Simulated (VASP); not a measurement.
# Mg2BeS3 (P-6m2) in VASP: a series of runs, part 2 of 2

VASP 6.6.1. Earlier steps stand in the parts before.

## 3. Single point, PBE

This run uses another cell than the first one, of 17.41 Å³/atom.

Contents of INCAR:

```
PREC     = Accurate       # precision mode
ENCUT    = 600            # plane-wave cutoff, eV
EDIFF    = 1E-6           # SCF threshold, eV
ISMEAR   = 0              # smearing method
SIGMA    = 0.1            # smearing width, eV
LREAL    = F              # projectors in reciprocal space
LASPH    = T              # aspherical terms in the spheres
NELM     = 120            # most SCF steps
ALGO     = Normal         # electronic algorithm
ISIF     = 2              # what is computed and relaxed
LWAVE    = F              # write WAVECAR
LCHARG   = F              # write CHGCAR
GGA      = PE             # functional
NBANDS   = 21             # bands
GGA_COMPAT= F
```

Contents of KPOINTS:

```
Automatic mesh
0
Gamma
  12 12 6
```

Contents of POSCAR:

```
Mg2BeS3
1.0
    4.2410148798      0.0000000030      0.0000000000
   -2.1205074425      3.6728266222      0.0000000000
    0.0000000000      0.0000000000      6.7055221490
Mg Be S
2 1 3
Direct
    0.3333333333      0.6666666667      0.2719530590
    0.3333333333      0.6666666667      0.7280469410
    0.6666666667      0.3333333333      0.0000000000
    0.6666666667      0.3333333333      0.5000000000
    0.0000000000      0.0000000000      0.0000000000
    0.0000000000      0.0000000000      0.5000000000
```

Potentials or basis: VASP PAW PBE potentials, release 64 (Mg, Be, S).

Launch:

```console
cat potpaw_PBE.64/Mg/POTCAR potpaw_PBE.64/Be/POTCAR potpaw_PBE.64/S/POTCAR > POTCAR
mpirun -np 1 vasp_std > vasp.out
```

OUTCAR:

```text
PREC = Accurate
   ENCUT = 600
   EDIFF = 1E-6
   ISMEAR = 0
   LREAL = F
   LASPH = T
   NELM = 120
   ISIF = 2
   GGA = PE

 ion  position               nearest neighbor table
   1  0.333  0.667  0.272-   4 2.89   4 2.89   6 2.89   6 2.89   6 2.89   4 2.89   5 3.05   5 3.05
                             5 3.05   2 3.06   2 3.65
   2  0.333  0.667  0.728-   4 2.89   4 2.89   6 2.89   6 2.89   6 2.89   4 2.89   5 3.05   5 3.05
                             5 3.05   1 3.06   1 3.65
   3  0.667  0.333  0.000-   5 2.45   5 2.45   5 2.45
   4  0.667  0.333  0.500-   6 2.45   6 2.45   6 2.45   2 2.89   1 2.89   2 2.89   1 2.89   1 2.89
                             2 2.89
   5  0.000  0.000  0.000-   3 2.45   3 2.45   3 2.45   1 3.05   2 3.05   1 3.05   2 3.05   1 3.05
                             2 3.05
   6  0.000  0.000  0.500-   4 2.45   4 2.45   4 2.45   1 2.89   2 2.89   1 2.89   2 2.89   1 2.89
                             2 2.89

  LATTYP: Found a hexagonal cell.
 ALAT       =     4.2410148798
 C/A-ratio  =     1.5811126202

  Lattice vectors:

 A1 = (   4.2410148798,   0.0000000030,   0.0000000000)
 A2 = (  -2.1205074425,   3.6728266222,   0.0000000000)
 A3 = (   0.0000000000,   0.0000000000,   6.7055221490)

Analysis of symmetry for initial positions (statically):
=====================================================================
 Subroutine PRICEL returns:
 Original cell was already a primitive cell.

 Routine SETGRP: Setting up the symmetry group for a
 hexagonal supercell.

 Subroutine GETGRP returns: Found 12 space group operations
 (whereof 12 operations were pure point group operations)
 out of a pool of 24 trial point group operations.

The static configuration has the point symmetry D_3h.

Analysis of symmetry for dynamics (positions and initial velocities):
=====================================================================
 Subroutine PRICEL returns:
 Original cell was already a primitive cell.

 Routine SETGRP: Setting up the symmetry group for a
 hexagonal supercell.

 Subroutine GETGRP returns: Found 12 space group operations
 (whereof 12 operations were pure point group operations)
 out of a pool of 24 trial point group operations.

The dynamic configuration has the point symmetry D_3h.

 Subroutine INISYM returns: Found 12 space group operations
 (whereof 12 operations are pure point group operations),
 and found     1 'primitive' translations

----------------------------------------------------------------------------------------

                                     Primitive cell

  volume of cell :     104.4486

  direct lattice vectors                    reciprocal lattice vectors
     4.241014880  0.000000003  0.000000000     0.235792618  0.136134931  0.000000000
    -2.120507443  3.672826622  0.000000000    -0.000000000  0.272269863  0.000000000
     0.000000000  0.000000000  6.705522149     0.000000000  0.000000000  0.149130818

  length of vectors
     4.241014880  4.241014880  6.705522149     0.272269863  0.272269863  0.149130818

  position of ions in fractional coordinates (direct lattice)
     0.333333333  0.666666667  0.271953059
     0.333333333  0.666666667  0.728046941
     0.666666667  0.333333333  0.000000000
     0.666666667  0.333333333  0.500000000
     0.000000000  0.000000000  0.000000000
     0.000000000  0.000000000  0.500000000
[... 23 lines left out ...]
     0.000000000  0.000000000  0.024855136     0.000000000  0.000000000  0.166666667

  Length of vectors
     0.022689155  0.022689155  0.024855136

  Shift w.r.t. Gamma in fractional coordinates (k-lattice)
     0.000000000  0.000000000  0.000000000

 Subroutine IBZKPT returns following result:
 ===========================================

 Found     76 irreducible k-points:

 Following reciprocal coordinates:
            Coordinates               Weight
  0.000000  0.000000  0.000000      1.000000
  0.083333  0.000000  0.000000      6.000000
  0.166667  0.000000  0.000000      6.000000
  0.250000  0.000000  0.000000      6.000000
  0.333333  0.000000  0.000000      6.000000
  0.416667  0.000000  0.000000      6.000000
[... 16 lines left out ...]
  0.250000  0.000000  0.166667     12.000000
  0.333333  0.000000  0.166667     12.000000
 [... further k-points ...]
   k-points           NKPTS =     76   k-points in BZ     NKDIM =     76   number of bands    NBANDS=     21
   number of dos      NEDOS =    301   number of ions     NIONS =      6
   total plane-waves  NPLWV =  69984
   dimension x,y,z NGX =    36 NGY =   36 NGZ =   54
   dimension x,y,z NGXF=    72 NGYF=   72 NGZF=  108
   ions per type =               2   1   3
   NGX,Y,Z   is equivalent  to a cutoff of  14.11, 14.11, 13.39 a.u.
   NGXF,Y,Z  is equivalent  to a cutoff of  28.22, 28.22, 26.78 a.u.
 SYSTEM =  unknown system
   PREC   = accura    normal or accurate (medium, high low for compatibility)
   ISTART =      0    job   : 0-new  1-cont  2-samecut
   ICHARG =      2    charge: 1-file 2-atom 10-const
   ISPIN  =      1    spin polarized calculation?
   LNONCOLLINEAR =      F non collinear calculations
   LSORBIT =      F    spin-orbit coupling
   LASPH  =      T    aspherical Exc in radial PAW
   ENCUT  =  600.0 eV  44.10 Ry    6.64 a.u.   8.47  8.47 13.39*2*pi/ulx,y,z
   NELM   =    120;   NELMIN=  2; NELMDL= -5     # of ELM steps
   EDIFF  = 0.1E-05   stopping-criterion for ELM
   LREAL  =      F    real-space projection
[... 7 lines left out ...]
   TEBEG  =    0.0;   TEEND  =   0.0 temperature during run
   PSTRESS=    0.0 pullay stress
   NELECT =      24.0000    total number of electrons
   NUPDOWN=      -1.0000    fix difference up-down
   EMIN   =  10.00;   EMAX   =-10.00  energy-range for DOS
   EFERMI =   0.00;   METHOD = LEGACY
   ISMEAR =     0;   SIGMA  =   0.10  broadening in eV -4-tet -1-fermi 0-gaus
   EFERMI_NEDOS =   21; number of points for ismear=-14 and -15
   IALGO  =     38    algorithm
   IMIX   =      4    mixing-type and parameters
     AMIX     =   0.40;   BMIX     =  1.00
     AMIX_MAG =   1.60;   BMIX_MAG =  1.00
  volume/ion in A,a.u.               =      17.41       117.48
  Fermi-wavevector in a.u.,A,eV,Ry     =   1.002715  1.894857 13.679814  1.005438
  Thomas-Fermi vector in A             =   2.135220
   LORBIT       =      0    0 simple, 1 ext, 2 COOP (PROOUT), +10 PAW based schemes
   GGA     = PE    functional components
   LHFCALC =     F    Hartree Fock is set to
   AEXX    =    0.0000 exact exchange contribution
   IVDW    =     0    specifies the selected vdW correction
   LEPSILON=     F    determine dielectric tensor
   LRPA    =     F    only Hartree local field effects (RPA)
 non-spin polarized calculation
 Gauss-broadening in eV      SIGMA  =   0.10
  energy-cutoff  :      600.00
  volume of cell :      104.45
 maximum number of plane-waves:      3549
 NGX is ok and might be reduce to    36
   NGX = 17   NGY = 17   NGZ = 27

 number of electron      24.0000002 magnetization

 Free energy of the ion-electron system (eV)
  ---------------------------------------------------
  ext. energy  EPLUGINS =         0.00000000
  ---------------------------------------------------
  free energy    TOTEN  =       -18.80486506 eV

  energy without entropy =      -18.79110319  energy(sigma->0) =      -18.79798412

 E-fermi :   5.7186     XC(G=0):  -9.6863

 val. band max:        5.7030531923   @ k =   0.4167   0.0833   0.0000
 cond. band min:       5.7274075126   @ k =   0.3333   0.1667   0.1667
 fundamental gap:      0.0243543204
 Fermi energy:         5.7186435095

 k-point     1 :       0.0000    0.0000    0.0000
  band No.  band energies     occupation
      1     -10.4397      2.00000
      2      -8.2767      2.00000
      3      -4.2947      2.00000
      4      -1.4076      2.00000
      5      -0.0861      2.00000
      6      -0.0861      2.00000
[... 565 lines left out ...]
     20      10.9862      0.00000
     21      12.3684      0.00000

 [... further k-points ...]
[... 5 lines left out ...]
  --------------------------------------------------------------------------------------
  -------------------------------------------------------------------------------------
  Total       -0.0929937     -0.0929937     -0.1109772      0.0000000     -0.0000000      0.0000000
  in kB       -1.4264652     -1.4264652     -1.7023217      0.0000000     -0.0000000      0.0000000
  external PRESSURE =      -1.5184173 kB  Pullay stress =       0.0000000 kB

 VOLUME and BASIS-vectors are now :
 -----------------------------------------------------------------------------
  energy-cutoff  :      600.00
  volume of cell :      104.45
      direct lattice vectors                 reciprocal lattice vectors
     4.241014880  0.000000003  0.000000000     0.235792618  0.136134931  0.000000000
    -2.120507443  3.672826622  0.000000000    -0.000000000  0.272269863  0.000000000
     0.000000000  0.000000000  6.705522149     0.000000000  0.000000000  0.149130818

 POSITION                                       TOTAL-FORCE (eV/Angst)
 -----------------------------------------------------------------------------------
     -0.00000      2.44855      1.82359         0.000000     -0.000000      0.007040
     -0.00000      2.44855      4.88193         0.000000     -0.000000     -0.007040
      2.12051      1.22428      0.00000        -0.000000      0.000000      0.000000
      2.12051      1.22428      3.35276         0.000000     -0.000000      0.000000
      0.00000      0.00000      0.00000         0.000000     -0.000000      0.000000
      0.00000      0.00000      3.35276        -0.000000      0.000000      0.000000
 -----------------------------------------------------------------------------------
    total drift:                               -0.000000      0.000000      0.000000

  FREE ENERGIE OF THE ION-ELECTRON SYSTEM (eV)
  ---------------------------------------------------
  free  energy   TOTEN  =       -18.8048650590 eV

  energy  without entropy=      -18.7911031900  energy(sigma->0) =      -18.79798412
```

It took 2.9 min on 1 thread of Intel Xeon Platinum 8259CL at 2.50GHz (Skylake/Cascade Lake), shared host; peak memory 0.37 GiB.

Results:

| Item | Value |
| --- | --- |
| Free energy | -18.8049 eV |
| Pressure | -0.2 GPa |
| Largest force | 0.007 eV/Å |
| Band gap on the k mesh | zero (bands 12 and 13 overlap by 1.74 eV) |

Forces on the atoms (eV/Å):
```
Mg   0.000  0.000  0.007
Mg   0.000  0.000 -0.007
Be   0.000  0.000  0.000
S    0.000  0.000  0.000
S    0.000  0.000  0.000
S    0.000  0.000  0.000
```

Levels at points of the mesh, in eV from the Fermi level:
```
           k point  band 9  band 10  band 11  band 12  band 13  band 14  band 15  band 16
(0.00, 0.00, 0.00)   -2.92    -2.35    -2.11    -2.11    -0.80     1.39     1.44     1.44
(0.50, 0.00, 0.00)   -4.19    -1.65    -0.90     0.55     0.75     1.52     2.49     2.66
(0.00, 0.00, 0.50)   -3.94    -2.10    -2.10    -1.83    -0.41     0.98     1.20     1.20
(0.50, 0.00, 0.50)   -3.81    -3.01    -0.86    -0.34     0.55     1.53     2.72     3.05
```

The gap in the log of VASP goes by the Fermi energy; the results here count the filled bands.